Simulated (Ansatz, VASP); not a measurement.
# TiSi in VASP and in Ansatz

```
CELL_PARAMETERS angstrom
3.60079 0.00000 0.00000
0.00000 4.14290 0.00000
0.00000 0.00000 3.78928
ATOMIC_POSITIONS crystal
Ti 0.00000 0.50000 0.00000
Ti 0.50000 0.00000 0.00000
Si 0.00000 0.00000 0.50000
Si 0.50000 0.50000 0.50000
```

Alike in both runs: task single point; functional PBEsol; k mesh 14 × 12 × 14; occupations gaussian, width 0.1 eV; no spin polarisation.

```csv
,VASP,Ansatz
version,VASP 6.6.1,Ansatz 0.2.0
potentials or method,"VASP PAW PBE potentials, release 64 (Ti_sv, Si), cutoff 520 eV","scalar-relativistic, plane waves, PAW"
valence electrons in the cell,32,32
```

VASP gave:

- gap on the k mesh at the Fermi level (eV): none
- pressure (GPa): 0.1
- traceless stress, the component that is largest in VASP (GPa): -0.48

**Question.** Which values does Ansatz return?

**Answer.** gap on the k mesh at the Fermi level (eV): none; pressure (GPa): 0.1; traceless stress, the component that is largest in VASP (GPa): -0.39.

VASP's potentials were made for PBE, not for PBEsol. A gap of «none» marks a metal or a gap that the smearing closes.
